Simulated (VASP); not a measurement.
# Ir (P6_3/mmc) in VASP: a series of runs, part 3 of 3

VASP 6.6.1. The steps go on from the part before.

### Step 5. Relaxation of cell and atoms, revPBE+D3(BJ)

This run uses another cell than the first one, of 14.63 Å³/atom, 1.041 times its volume.

INCAR

```
PREC     = Accurate       # precision mode
ENCUT    = 600            # plane-wave cutoff, eV
EDIFF    = 1E-6           # SCF threshold, eV
ISMEAR   = -1             # smearing method
SIGMA    = 0.05           # smearing width, eV
LREAL    = F              # projectors in reciprocal space
LASPH    = T              # aspherical terms in the spheres
NELM     = 100            # most SCF steps
ALGO     = Normal         # electronic algorithm
ISIF     = 3              # what is computed and relaxed
LWAVE    = F              # write WAVECAR
LCHARG   = F              # write CHGCAR
GGA      = RE             # functional
IVDW     = 12             # dispersion correction
IBRION   = 2              # ionic algorithm
NSW      = 60             # ionic steps
EDIFFG   = -0.01          # ionic threshold
```

KPOINTS

```
Automatic mesh
0
Gamma
  11 11 6
```

POSCAR

```
Ir
1.0
    2.7513778946      0.0000000000      0.0000000000
   -1.3756889473      2.3827631521      0.0000000000
    0.0000000000      0.0000000000      4.4622900000
Ir
2
Direct
    0.3333333333      0.6666666667      0.2500000000
    0.6666666667      0.3333333333      0.7500000000
```

Potentials or basis: VASP PAW PBE potentials, release 64 (Ir).

Run with:

```
$ cat potpaw_PBE.64/Ir/POTCAR > POTCAR
$ mpirun -np 1 vasp_std > vasp.out
```

OUTCAR:

```text
PREC = Accurate
   ENCUT = 600
   EDIFF = 1E-6
   ISMEAR = -1
   LREAL = F
   LASPH = T
   NELM = 100
   ISIF = 3
   GGA = RE
   IVDW = 12
   IBRION = 2
   NSW = 60
   EDIFFG = -0.01
 IVDW          = 12

 ion  position               nearest neighbor table
   1  0.333  0.667  0.250-   2 2.74   2 2.74   2 2.74   2 2.74   2 2.74   2 2.74
   2  0.667  0.333  0.750-   1 2.74   1 2.74   1 2.74   1 2.74   1 2.74   1 2.74

  LATTYP: Found a hexagonal cell.
 ALAT       =     2.7513778946
 C/A-ratio  =     1.6218382828

  Lattice vectors:

 A1 = (   2.7513778946,   0.0000000000,   0.0000000000)
 A2 = (  -1.3756889473,   2.3827631521,   0.0000000000)
 A3 = (   0.0000000000,   0.0000000000,   4.4622900000)

Analysis of symmetry for initial positions (statically):
=====================================================================
 Subroutine PRICEL returns:
 Original cell was already a primitive cell.

 Routine SETGRP: Setting up the symmetry group for a
 hexagonal supercell.

 Subroutine GETGRP returns: Found 24 space group operations
 (whereof 12 operations were pure point group operations)
 out of a pool of 24 trial point group operations.

The static configuration has the point symmetry D_3d.
 The point group associated with its full space group is D_6h.

Analysis of symmetry for dynamics (positions and initial velocities):
=====================================================================
 Subroutine PRICEL returns:
 Original cell was already a primitive cell.

 Routine SETGRP: Setting up the symmetry group for a
 hexagonal supercell.

 Subroutine GETGRP returns: Found 24 space group operations
 (whereof 12 operations were pure point group operations)
 out of a pool of 24 trial point group operations.

The dynamic configuration has the point symmetry D_3d.
 The point group associated with its full space group is D_6h.

 Subroutine INISYM returns: Found 24 space group operations
 (whereof 12 operations are pure point group operations),
 and found     1 'primitive' translations

----------------------------------------------------------------------------------------

                                     Primitive cell

  volume of cell :      29.2542

[... 102 lines left out ...]
   EFERMI =   0.00;   METHOD = LEGACY
   ISMEAR =    -1;   SIGMA  =   0.05  broadening in eV -4-tet -1-fermi 0-gaus
   EFERMI_NEDOS =   21; number of points for ismear=-14 and -15
   IALGO  =     38    algorithm
   IMIX   =      4    mixing-type and parameters
     AMIX     =   0.40;   BMIX     =  1.00
     AMIX_MAG =   1.60;   BMIX_MAG =  1.00
  volume/ion in A,a.u.               =      14.63        98.71
  Fermi-wavevector in a.u.,A,eV,Ry     =   1.392417  2.631287 26.379323  1.938826
  Thomas-Fermi vector in A             =   2.516162
   LORBIT       =      0    0 simple, 1 ext, 2 COOP (PROOUT), +10 PAW based schemes
   GGA     = RE    functional components
   LHFCALC =     F    Hartree Fock is set to
   AEXX    =    0.0000 exact exchange contribution
   IVDW    =    12    specifies the selected vdW correction
   LEPSILON=     F    determine dielectric tensor
   LRPA    =     F    only Hartree local field effects (RPA)
 conjugate gradient relaxation of ions
 non-spin polarized calculation
  energy-cutoff  :      600.00
  volume of cell :       29.25
 maximum number of plane-waves:      1002
 NGX is ok and might be reduce to    24
   NGX = 11   NGY = 11   NGZ = 17

--------------------------------------- Ionic step        1  -------------------------------------------

 number of electron      17.9999998 magnetization

 Free energy of the ion-electron system (eV)
  ---------------------------------------------------
  ext. energy  EPLUGINS =         0.00000000
  ---------------------------------------------------
  free energy    TOTEN  =       -16.47569643 eV

  energy without entropy =      -16.44980604  energy(sigma->0) =      -16.46275123

 E-fermi :   9.9844     XC(G=0): -13.7617

 val. band max:        9.9726866559   @ k =   0.3636   0.1818   0.1667
 cond. band min:       9.9926878795   @ k =   0.2727   0.0909   0.3333
 fundamental gap:      0.0200012236
 Fermi energy:         9.9844213516

 k-point     1 :       0.0000    0.0000    0.0000
  band No.  band energies     occupation
      1      -0.8569      2.00000
      2       2.1713      2.00000
      3       6.2449      2.00000
      4       6.3484      2.00000
      5       6.3484      2.00000
      6       6.9718      2.00000
      7       6.9718      2.00000
      8       7.7297      2.00000
      9       7.7297      2.00000
     10       9.2716      2.00000
     11      10.2542      0.00904
     12      10.2542      0.00904
     13      16.7963      0.00000
[... 607 lines left out ...]
--------------------------------------- Ionic step        7  -------------------------------------------

 number of electron      18.0000001 magnetization

 Free energy of the ion-electron system (eV)
  ---------------------------------------------------
  ext. energy  EPLUGINS =         0.00000000
  ---------------------------------------------------
  free energy    TOTEN  =       -16.41420715 eV

  energy without entropy =      -16.38987257  energy(sigma->0) =      -16.40203986

 E-fermi :  10.6464     XC(G=0): -13.9897

 val. band max:       10.6340022194   @ k =   0.3636   0.1818   0.1667
 cond. band min:      10.6511453938   @ k =   0.2727   0.0909   0.3333
 fundamental gap:      0.0171431744
 Fermi energy:        10.6464145792

 k-point     1 :       0.0000    0.0000    0.0000
  band No.  band energies     occupation
      1      -0.6137      2.00000
      2       2.4240      2.00000
      3       6.6789      2.00000
      4       6.7809      2.00000
      5       6.7809      2.00000
      6       7.4472      2.00000
      7       7.4472      2.00000
      8       8.2499      2.00000
      9       8.2499      2.00000
     10       9.8257      2.00000
     11      10.9314      0.00667
     12      10.9314      0.00667
     13      17.8145      0.00000
[... 401 lines left out ...]
  FREE ENERGIE OF THE ION-ELECTRON SYSTEM (eV)
  ---------------------------------------------------
  free  energy   TOTEN  =       -19.1875382086 eV

  energy  without entropy=      -19.1632036316  energy(sigma->0) =      -19.17537092

 reached required accuracy - stopping structural energy minimisation
```

CONTCAR:

```text
Ir
   1.00000000000000
     2.7169146802232258   -0.0000000000000000    0.0000000000000000
    -1.3584573401116129    2.3529171329549428    0.0000000000000000
    -0.0000000000000000   -0.0000000000000000    4.4054018883783561
  Ir
     2
Direct
     0.3333333332999970    0.6666666667000030    0.2500000000000000
     0.6666666667000030    0.3333333332999970    0.7500000000000000

  0.00000000E+00  0.00000000E+00  0.00000000E+00
  0.00000000E+00  0.00000000E+00  0.00000000E+00
```

Run time: 86 s. Hardware: 1 thread of Intel Xeon Platinum 8259CL at 2.50GHz (Skylake/Cascade Lake), shared host; peak memory 0.19 GiB.

What came out:

```
Free energy                            : -19.1875 eV
Relaxed volume                         : 14.08 Å³/atom
Relaxed cell                           : a = 2.717 Å, b = 2.717 Å, c = 4.405 Å, α = 90.00°, β = 90.00°, γ = 120.00°
Space group after relaxing (to 0.05 Å) : P6_3/mmc (No. 194)
Energy gained by relaxing              : 23.5 meV/atom
Ionic steps                            : 7
Pressure after relaxing                : 0.0 GPa
Band gap on the k mesh                 : zero (band 9 reaches 11.64 eV, above the bottom of band 10 at 8.37 eV)
Dispersion energy per atom             : -1.387 eV
```

The path:
```tsv
step	energy change (eV)	largest force (eV/Å)	pressure (GPa)	volume (Å³)
1	0.0000	0.0000	-13.21	29.25
2	0.7384	0.0000	77.92	24.44
3	-0.0468	0.0000	-0.87	28.23
4	-0.0470	0.0000	-0.20	28.18
5	-0.0470	0.0000	0.08	28.16
6	-0.0470	0.0000	-0.20	28.18
7	-0.0470	0.0000	-0.01	28.16
```

Final structure:
```
CELL_PARAMETERS angstrom
2.71691 0.00000 0.00000
-1.35846 2.35292 0.00000
0.00000 0.00000 4.40540
ATOMIC_POSITIONS crystal
Ir 0.33333 0.66667 0.25000
Ir 0.66667 0.33333 0.75000
```

Caveat: the PAW data sets were made with another functional, which shifts forces and pressure a little; spin-orbit coupling is left out, which moves the levels of the heavy elements; pairwise dispersion overbinds metals, which lowers pressure and volume.

### Step 6. Relaxation of cell and atoms, revPBE+D4

This run uses another cell than the first one, of 14.63 Å³/atom, 1.041 times its volume.

INCAR

```
PREC     = Accurate       # precision mode
ENCUT    = 600            # plane-wave cutoff, eV
EDIFF    = 1E-7           # SCF threshold, eV
ISMEAR   = -1             # smearing method
SIGMA    = 0.05           # smearing width, eV
LREAL    = False          # projectors in reciprocal space
LASPH    = True           # aspherical terms in the spheres
NELM     = 80             # most SCF steps
ALGO     = Fast           # electronic algorithm
ISIF     = 3              # what is computed and relaxed
LWAVE    = False          # write WAVECAR
LCHARG   = False          # write CHGCAR
GGA      = RE             # functional
IVDW     = 13             # dispersion correction
IBRION   = 2              # ionic algorithm
NSW      = 60             # ionic steps
EDIFFG   = -0.01          # ionic threshold
```

KPOINTS

```
regular mesh
0
Gamma
  11 11 6
```

POSCAR is that of step 5.

Potentials or basis: VASP PAW PBE potentials, release 64 (Ir).

Run with:

```
$ cat potpaw_PBE.64/Ir/POTCAR > POTCAR
$ mpirun -np 1 vasp_std > vasp.out
```

OUTCAR:

```text
PREC = Accurate
   ENCUT = 600
   EDIFF = 1E-7
   ISMEAR = -1
   LREAL = False
   LASPH = True
   NELM = 80
   ISIF = 3
   GGA = RE
   IVDW = 13
   IBRION = 2
   NSW = 60
   EDIFFG = -0.01

 ion  position               nearest neighbor table
   1  0.333  0.667  0.250-   2 2.74   2 2.74   2 2.74   2 2.74   2 2.74   2 2.74
   2  0.667  0.333  0.750-   1 2.74   1 2.74   1 2.74   1 2.74   1 2.74   1 2.74

  LATTYP: Found a hexagonal cell.
 ALAT       =     2.7513778946
 C/A-ratio  =     1.6218382828

  Lattice vectors:

 A1 = (   2.7513778946,   0.0000000000,   0.0000000000)
 A2 = (  -1.3756889473,   2.3827631521,   0.0000000000)
 A3 = (   0.0000000000,   0.0000000000,   4.4622900000)

Analysis of symmetry for initial positions (statically):
=====================================================================
 Subroutine PRICEL returns:
 Original cell was already a primitive cell.

[... 191 lines left out ...]
      8       7.7298      2.00000
      9       7.7298      2.00000
     10       9.2716      2.00000
     11      10.2543      0.00904
     12      10.2543      0.00904
     13      16.7964      0.00000
[... 487 lines left out ...]
--------------------------------------- Ionic step        4  -------------------------------------------

 number of electron      18.0000001 magnetization

 Free energy of the ion-electron system (eV)
  ---------------------------------------------------
  ext. energy  EPLUGINS =         0.00000000
  ---------------------------------------------------
  free energy    TOTEN  =       -16.41616674 eV

  energy without entropy =      -16.39179698  energy(sigma->0) =      -16.40398186

 E-fermi :  10.6342     XC(G=0): -13.9856

 val. band max:       10.6221470708   @ k =   0.3636   0.1818   0.1667
 cond. band min:      10.6387628683   @ k =   0.2727   0.0909   0.3333
 fundamental gap:      0.0166157975
 Fermi energy:        10.6342347705

 k-point     1 :       0.0000    0.0000    0.0000
  band No.  band energies     occupation
      1      -0.6182      2.00000
      2       2.4195      2.00000
      3       6.6716      2.00000
      4       6.7728      2.00000
      5       6.7728      2.00000
      6       7.4385      2.00000
      7       7.4385      2.00000
      8       8.2395      2.00000
      9       8.2395      2.00000
     10       9.8164      2.00000
     11      10.9188      0.00673
     12      10.9188      0.00673
     13      17.7969      0.00000
[... 401 lines left out ...]
  FREE ENERGIE OF THE ION-ELECTRON SYSTEM (eV)
  ---------------------------------------------------
  free  energy   TOTEN  =       -19.3940921538 eV

  energy  without entropy=      -19.3697223979  energy(sigma->0) =      -19.38190728

 reached required accuracy - stopping structural energy minimisation
```

OSZICAR:

```text
N       E                     dE             d eps       ncg     rms          rms(c)
DAV:   1     0.165737274090E+03    0.16574E+03   -0.93426E+03  1664   0.155E+03
DAV:   2    -0.101975015748E+02   -0.17593E+03   -0.16175E+03  1694   0.384E+02
DAV:   3    -0.173864376914E+02   -0.71889E+01   -0.66678E+01  2071   0.863E+01
[... 63 lines left out ...]
RMM:   4    -0.164161645605E+02   -0.58276E-05   -0.55899E-05  1664   0.113E-01    0.141E-02
RMM:   5    -0.164161678747E+02   -0.33142E-05   -0.29766E-05  1703   0.520E-02    0.109E-02
RMM:   6    -0.164161667874E+02    0.10873E-05   -0.72318E-06  1664   0.436E-02    0.251E-03
RMM:   7    -0.164161667602E+02    0.27136E-07   -0.12502E-06  1512   0.918E-03    0.919E-04
RMM:   8    -0.164161667401E+02    0.20112E-07   -0.17252E-07   936   0.378E-03
   4 F= -.19394092E+02 E0= -.19381907E+02  d E =-.456375E-01
```

Run time: 2 min. Hardware: 1 thread of Intel Xeon Platinum 8259CL at 2.50GHz (Skylake/Cascade Lake), shared host; peak memory 0.18 GiB.

What came out:

```
Free energy                            : -19.3941 eV
Relaxed volume                         : 14.09 Å³/atom
Relaxed cell                           : a = 2.718 Å, b = 2.718 Å, c = 4.406 Å, α = 90.00°, β = 90.00°, γ = 120.00°
Space group after relaxing (to 0.05 Å) : P6_3/mmc (No. 194)
Energy gained by relaxing              : 22.8 meV/atom
Ionic steps                            : 4
Pressure after relaxing                : 0.0 GPa
Band gap on the k mesh                 : zero (band 9 reaches 11.62 eV, above the bottom of band 10 at 8.36 eV)
Dispersion energy per atom             : -1.489 eV
```

Stress tensor (GPa, compression positive):
```
-0.04  0.00  0.00
 0.00 -0.04  0.00
 0.00  0.00  0.08
```

The path:
```
step  energy change (eV)  largest force (eV/Å)  pressure (GPa)  volume (Å³)
   1              0.0000                0.0000          -13.10        29.25
   2              0.7310                0.0000           77.56        24.48
   3             -0.0455                0.0000           -1.06        28.24
   4             -0.0456                0.0000            0.00        28.18
```

Final structure:
```xyz
2
Lattice="2.7176 0.0000 0.0000 -1.3588 2.3535 0.0000 0.0000 0.0000 4.4062" Properties=species:S:1:pos:R:3 pbc="T T T"
Ir    0.0000    1.5690    1.1015
Ir    1.3588    0.7845    3.3046
```

Caveat: the PAW data sets were made with another functional, which shifts forces and pressure a little; spin-orbit coupling is left out, which moves the levels of the heavy elements; pairwise dispersion overbinds metals, which lowers pressure and volume.

### Step 7. The runs side by side

| task | level | cell | cutoff (eV) | gap on the mesh (eV) | pressure (GPa) | relaxed volume (Å³/atom) |
| --- | --- | --- | --- | --- | --- | --- |
| single point | revPBE+D3(BJ) | a = 2.715, b = 2.715, c = 4.403 Å, angles 90.0, 90.0, 120.0°, 2 atoms | 520 | none | 0.6 | - |
| single point | revPBE+D4 | a = 2.716, b = 2.716, c = 4.404 Å, angles 90.0, 90.0, 120.0°, 2 atoms | 520 | none | 0.6 | - |
| single point | BLYP+D3(BJ) | a = 2.741, b = 2.741, c = 4.445 Å, angles 90.0, 90.0, 120.0°, 2 atoms | 520 | none | 3.1 | - |
| relaxation of cell and atoms | revPBE+D3(BJ) | relaxed from a = 2.751, b = 2.751, c = 4.462 Å, angles 90.0, 90.0, 120.0°, 2 atoms | 600 | none | 0.0 | 14.08 |
| relaxation of cell and atoms | revPBE+D4 | relaxed from a = 2.751, b = 2.751, c = 4.462 Å, angles 90.0, 90.0, 120.0°, 2 atoms | 600 | none | 0.0 | 14.09 |

Alike in all rows: potentials or basis VASP PAW PBE potentials, release 64 (Ir); no spin polarisation; k mesh 11 × 11 × 6; smearing fermi-dirac 0.05 eV.

Caveats: the PAW data sets were made with another functional, which shifts forces and pressure a little; spin-orbit coupling is left out, which moves the levels of the heavy elements; pairwise dispersion overbinds metals, which lowers pressure and volume.

Total energies depend on the potentials used, so only differences within one code and one set of settings carry meaning.
